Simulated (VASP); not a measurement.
# AlCo (Pm-3m) in VASP: further runs

Runs on AlCo. Level: PBEsol. Tasks: vibrations by perturbation theory.

All numbers are computed with VASP 6.6.1; they aren't measurements. Logs are shortened: lines on timing, memory, paths and dates and some standing lists are left out, and cuts for length are marked.

## Step 1: The cell of the first run

The structure is cubic, space group Pm-3m (No. 221). Conventional cell: a = 2.809 Å, b = 2.809 Å, c = 2.809 Å, α = 90.00°, β = 90.00°, γ = 90.00°. Within 3.2 Å of Al (site symmetry m-3m) lie 8 Co at 2.43 Å and 6 Al at 2.81 Å. Within 3.2 Å of Co (site symmetry m-3m) lie 8 Al at 2.43 Å and 6 Co at 2.81 Å.

## Step 2: Vibrations by perturbation theory, PBEsol (volume scaled by 0.985)

INCAR reads:

```
SYSTEM = AlCo
ALGO = Normal ; EDIFF = 1E-8
ENCUT = 520 ; GGA = PS
IBRION = 8 ; ISIF = 2
ISMEAR = -1 ; LASPH = .True.
LCHARG = .False. ; LREAL = .False.
LWAVE = .False. ; NBANDS = 13
NELM = 60 ; NSW = 1
PREC = Accurate ; SIGMA = 0.1
```

KPOINTS reads:

```
k-points
0
Gamma
  12 12 12
  0 0 0
```

POSCAR reads:

```
AlCo
1.0
    2.8092470217      0.0000000000      0.0000000000
    0.0000000000      2.8092470217      0.0000000000
    0.0000000000      0.0000000000      2.8092470217
Al Co
1 1
Direct
    0.0000000000      0.0000000000      0.0000000000
    0.5000000000      0.5000000000      0.5000000000
```

Potentials or basis: VASP PAW PBE potentials, release 64 (Al, Co).

The run is started by

```console
$ cat potpaw_PBE.64/Al/POTCAR potpaw_PBE.64/Co/POTCAR > POTCAR
$ mpirun -np 1 vasp_std > vasp.out
```

OUTCAR:

```text
SYSTEM = AlCo
   EDIFF = 1E-8
   ENCUT = 520
   GGA = PS
   IBRION = 8
   ISIF = 2
   ISMEAR = -1
   LASPH = .True.
   LREAL = .False.
   NELM = 60
   NSW = 1
   PREC = Accurate

 ion  position               nearest neighbor table
   1  0.000  0.000  0.000-   2 2.43   2 2.43   2 2.43   2 2.43   2 2.43   2 2.43   2 2.43   2 2.43

   2  0.500  0.500  0.500-   1 2.43   1 2.43   1 2.43   1 2.43   1 2.43   1 2.43   1 2.43   1 2.43

  LATTYP: Found a simple cubic cell.
 ALAT       =     2.8092470217

  Lattice vectors:

 A1 = (   2.8092470217,   0.0000000000,   0.0000000000)
 A2 = (   0.0000000000,   2.8092470217,   0.0000000000)
 A3 = (   0.0000000000,   0.0000000000,   2.8092470217)

Analysis of symmetry for initial positions (statically):
=====================================================================
 Subroutine PRICEL returns:
 Original cell was already a primitive cell.

 Routine SETGRP: Setting up the symmetry group for a
 simple cubic supercell.

 Subroutine GETGRP returns: Found 48 space group operations
 (whereof 48 operations were pure point group operations)
 out of a pool of 48 trial point group operations.

The static configuration has the point symmetry O_h .

Analysis of symmetry for dynamics (positions and initial velocities):
=====================================================================
 Subroutine PRICEL returns:
 Original cell was already a primitive cell.

 Routine SETGRP: Setting up the symmetry group for a
 simple cubic supercell.

 Subroutine GETGRP returns: Found 48 space group operations
 (whereof 48 operations were pure point group operations)
 out of a pool of 48 trial point group operations.

The dynamic configuration has the point symmetry O_h .

 Subroutine INISYM returns: Found 48 space group operations
 (whereof 48 operations are pure point group operations),
 and found     1 'primitive' translations

----------------------------------------------------------------------------------------

                                     Primitive cell

  volume of cell :      22.1702

  direct lattice vectors                    reciprocal lattice vectors
     2.809247022  0.000000000  0.000000000     0.355967272  0.000000000  0.000000000
     0.000000000  2.809247022  0.000000000     0.000000000  0.355967272  0.000000000
     0.000000000  0.000000000  2.809247022     0.000000000  0.000000000  0.355967272

  length of vectors
     2.809247022  2.809247022  2.809247022     0.355967272  0.355967272  0.355967272

  position of ions in fractional coordinates (direct lattice)
     0.000000000  0.000000000  0.000000000
     0.500000000  0.500000000  0.500000000

  ion indices of the primitive-cell ions
   primitive index   ion index
                 1           1
                 2           2

----------------------------------------------------------------------------------------

 KPOINTS: k-points

Automatic generation of k-mesh.
 Grid dimensions read from file:
 generate k-points for:   12   12   12

 Generating k-lattice:

  Cartesian coordinates                     Fractional coordinates (reciprocal lattice)
     0.029663939  0.000000000  0.000000000     0.083333333  0.000000000  0.000000000
     0.000000000  0.029663939  0.000000000     0.000000000  0.083333333  0.000000000
     0.000000000  0.000000000  0.029663939     0.000000000  0.000000000  0.083333333

  Length of vectors
     0.029663939  0.029663939  0.029663939

  Shift w.r.t. Gamma in fractional coordinates (k-lattice)
     0.000000000  0.000000000  0.000000000

 Subroutine IBZKPT returns following result:
 ===========================================

 Found     84 irreducible k-points:

 Following reciprocal coordinates:
            Coordinates               Weight
  0.000000  0.000000  0.000000      1.000000
  0.083333  0.000000  0.000000      6.000000
  0.166667  0.000000  0.000000      6.000000
  0.250000  0.000000  0.000000      6.000000
  0.333333  0.000000  0.000000      6.000000
  0.416667  0.000000  0.000000      6.000000
[... 16 lines left out ...]
  0.333333  0.333333  0.000000     12.000000
  0.416667  0.333333  0.000000     24.000000
 [... further k-points ...]
   k-points           NKPTS =     84   k-points in BZ     NKDIM =     84   number of bands    NBANDS=     13
   number of dos      NEDOS =    301   number of ions     NIONS =      2
   total plane-waves  NPLWV =  13824
   dimension x,y,z NGX =    24 NGY =   24 NGZ =   24
   dimension x,y,z NGXF=    48 NGYF=   48 NGZF=   48
   ions per type =               1   1
   NGX,Y,Z   is equivalent  to a cutoff of  14.20, 14.20, 14.20 a.u.
   NGXF,Y,Z  is equivalent  to a cutoff of  28.41, 28.41, 28.41 a.u.
[... 16 lines left out ...]
   ISIF   =      2    stress and relaxation
   ISYM   =      2    0-nonsym 1-usesym 2-fastsym
   POTIM  = 0.5000    time-step for ionic-motion
   TEBEG  =    0.0;   TEEND  =   0.0 temperature during run
   PSTRESS=    0.0 pullay stress
   NELECT =      12.0000    total number of electrons
   NUPDOWN=      -1.0000    fix difference up-down
   EMIN   =  10.00;   EMAX   =-10.00  energy-range for DOS
   EFERMI =   0.00;   METHOD = LEGACY
   ISMEAR =    -1;   SIGMA  =   0.10  broadening in eV -4-tet -1-fermi 0-gaus
   EFERMI_NEDOS =   21; number of points for ismear=-14 and -15
   IALGO  =     38    algorithm
   IMIX   =      4    mixing-type and parameters
     AMIX     =   0.40;   BMIX     =  1.00
     AMIX_MAG =   1.60;   BMIX_MAG =  1.00
  volume/ion in A,a.u.               =      11.09        74.81
  Fermi-wavevector in a.u.,A,eV,Ry     =   1.334172  2.521220 24.218591  1.780016
  Thomas-Fermi vector in A             =   2.462974
   LORBIT       =      0    0 simple, 1 ext, 2 COOP (PROOUT), +10 PAW based schemes
   GGA     = PS    functional components
   LHFCALC =     F    Hartree Fock is set to
   AEXX    =    0.0000 exact exchange contribution
   IVDW    =     0    specifies the selected vdW correction
   LEPSILON=     F    determine dielectric tensor
   LRPA    =     F    only Hartree local field effects (RPA)
 non-spin polarized calculation
  energy-cutoff  :      520.00
  volume of cell :       22.17
 maximum number of plane-waves:       624
 NGX is ok and might be reduce to    24
   NGX = 11   NGY = 11   NGZ = 11

--------------------------------------- Ionic step        1  -------------------------------------------

 number of electron      11.9999998 magnetization

 Free energy of the ion-electron system (eV)
  ---------------------------------------------------
  ext. energy  EPLUGINS =         0.00000000
  ---------------------------------------------------
  free energy    TOTEN  =       -13.09185488 eV

  energy without entropy =      -13.06426019  energy(sigma->0) =      -13.07805753

 E-fermi :  10.9908     XC(G=0): -12.5975

 val. band max:       10.9115924486   @ k =   0.5000   0.4167   0.0833
 cond. band min:      11.0183979194   @ k =   0.4167   0.4167   0.0000
 fundamental gap:      0.1068054708
 Fermi energy:        10.9907540704

 k-point     1 :       0.0000    0.0000    0.0000
  band No.  band energies     occupation
      1      -0.3287      2.00000
      2       7.8529      2.00000
      3       7.8529      2.00000
      4      10.1665      1.99947
      5      10.1665      1.99947
      6      10.1665      1.99947
      7      17.2185      0.00000
      8      17.2185      0.00000
      9      17.2185      0.00000
     10      19.9681      0.00000
     11      19.9681      0.00000
     12      27.0265      0.00000
     13      33.1659      0.00000
[... 354 lines left out ...]
  band No.  band energies     occupation
      1       4.5162      2.00000
      2       6.7124      2.00000
      3       8.3241      2.00000
      4       8.9223      2.00000
      5       9.4435      2.00000
      6       9.6289      2.00000
      7      11.2514      0.13746
      8      14.5757      0.00000
      9      16.5992      0.00000
     10      23.1248      0.00000
     11      24.6551      0.00000
     12      25.8398      0.00000
     13      27.7996      0.00000

 [... further k-points ...]

------------------------ aborting loop because EDIFF is reached ----------------------------------------

  FORCE on cell =-STRESS in cart. coord.  units (eV):
  Direction    XX          YY          ZZ          XY          YZ          ZX
  --------------------------------------------------------------------------------------
  -------------------------------------------------------------------------------------
  Total        0.4300599      0.4300599      0.4300599     -0.0000000      0.0000000     -0.0000000
  in kB       31.0791910     31.0791910     31.0791910     -0.0000000      0.0000000     -0.0000000
  external PRESSURE =      31.0791910 kB  Pullay stress =       0.0000000 kB

 VOLUME and BASIS-vectors are now :
 -----------------------------------------------------------------------------
  energy-cutoff  :      520.00
  volume of cell :       22.17
      direct lattice vectors                 reciprocal lattice vectors
     2.809247022  0.000000000  0.000000000     0.355967272  0.000000000  0.000000000
     0.000000000  2.809247022  0.000000000     0.000000000  0.355967272  0.000000000
     0.000000000  0.000000000  2.809247022     0.000000000  0.000000000  0.355967272

 POSITION                                       TOTAL-FORCE (eV/Angst)
 -----------------------------------------------------------------------------------
      0.00000      0.00000      0.00000         0.000000      0.000000      0.000000
      1.40462      1.40462      1.40462         0.000000      0.000000      0.000000
 -----------------------------------------------------------------------------------
    total drift:                                0.000000     -0.000000     -0.000000

  FREE ENERGIE OF THE ION-ELECTRON SYSTEM (eV)
  ---------------------------------------------------
  free  energy   TOTEN  =       -13.0918548757 eV

  energy  without entropy=      -13.0642601875  energy(sigma->0) =      -13.07805753

[... ionic steps 2 to 3 ...]

--------------------------------------- Ionic step        4  -------------------------------------------

------------------------ aborting loop because EDIFF is reached ----------------------------------------

[... ionic steps 5 to 6 ...]

--------------------------------------- Ionic step        7  -------------------------------------------

 Free energy of the ion-electron system (eV)
  ---------------------------------------------------
  ---------------------------------------------------
  free energy    TOTEN  =        -0.16769616 eV

  energy without entropy =       -0.16769616

------------------------ aborting loop because EDIFF is reached ----------------------------------------

 INTERNAL STRAIN TENSOR  FOR ION    2  DIRECTION 1   (eV/Angst):
 -----------------------------------------------------------------------------
     0.02786  0.00000 -0.00000
     0.00000  0.01178  0.00000
     0.00000  0.00000  0.01178

 INTERNAL STRAIN TENSOR FOR ION    2 for displacements in x,y,z  (eV/Angst):
          X           Y           Z          XY          YZ          ZX
  --------------------------------------------------------------------------------
  x     0.00000     0.00000     0.00000     0.00000     0.00000     0.00000
  y     0.00000     0.00000     0.00000     0.00000     0.00000     0.00000
  z     0.00000     0.00000     0.00000     0.00000     0.00000     0.00000

 SECOND DERIVATIVES (NOT SYMMETRIZED)
 ------------------------------------
               1X          1Y          1Z          2X          2Y          2Z
  1X    -8.306684   -0.000000    0.000000    8.306684    0.000000   -0.000000
  1Y    -0.000000   -8.306684    0.000000    0.000000    8.306684   -0.000000
  1Z     0.000000    0.000000   -8.306684   -0.000000   -0.000000    8.306684
  2X     8.318736   -0.000000    0.000000   -8.318736    0.000000    0.000000
  2Y     0.000000    8.318736   -0.000000   -0.000000   -8.318736    0.000000
  2Z    -0.000000    0.000000    8.318736    0.000000    0.000000   -8.318736

 Eigenvectors and eigenvalues of the dynamical matrix
 ----------------------------------------------------

   1 f  =   10.475800 THz    65.821391 2PiTHz  349.435066 cm-1    43.324407 meV
             X         Y         Z           dx          dy          dz
      0.000000  0.000000  0.000000     0.000023    0.828034    0.000000
      1.404624  1.404624  1.404624    -0.000016   -0.560677    0.000000
[... 21 lines left out ...]
   6 f/i=    0.003525 THz     0.022151 2PiTHz    0.117596 cm-1     0.014580 meV
             X         Y         Z           dx          dy          dz
      0.000000  0.000000  0.000000     0.000000    0.000000   -0.560677
      1.404624  1.404624  1.404624    -0.000000    0.000000   -0.828034

--------------------------------------------------------------------------------------------------------

 ELASTIC MODULI CONTR FROM IONIC RELAXATION (kBar)
 Direction    XX          YY          ZZ          XY          YZ          ZX
 --------------------------------------------------------------------------------
 XX           0.0000      0.0000      0.0000      0.0000      0.0000      0.0000
 YY           0.0000      0.0000      0.0000      0.0000      0.0000      0.0000
 ZZ           0.0000      0.0000      0.0000      0.0000      0.0000      0.0000
 XY           0.0000      0.0000      0.0000      0.0000      0.0000      0.0000
 YZ           0.0000      0.0000      0.0000      0.0000      0.0000      0.0000
 ZX           0.0000      0.0000      0.0000      0.0000      0.0000      0.0000
 --------------------------------------------------------------------------------
```

It took 2.1 min on 1 thread of Intel Xeon Platinum 8259CL at 2.50GHz (Skylake/Cascade Lake), shared host; peak memory 0.27 GiB.

What came out:

```
Highest phonon frequency at Γ, LO-TO splitting left out : 349 cm⁻¹
```

Phonon frequencies in cm⁻¹ (negative: imaginary):
| q point | frequencies |
| --- | --- |
| (0.000, 0.000, 0.000) | 0 0 0 349 349 349 |

Caveat: the cell wasn't relaxed at this level first, which shifts response properties; the PAW data sets were made with another functional, which shifts forces and pressure a little.

[end of part 1 of 2]
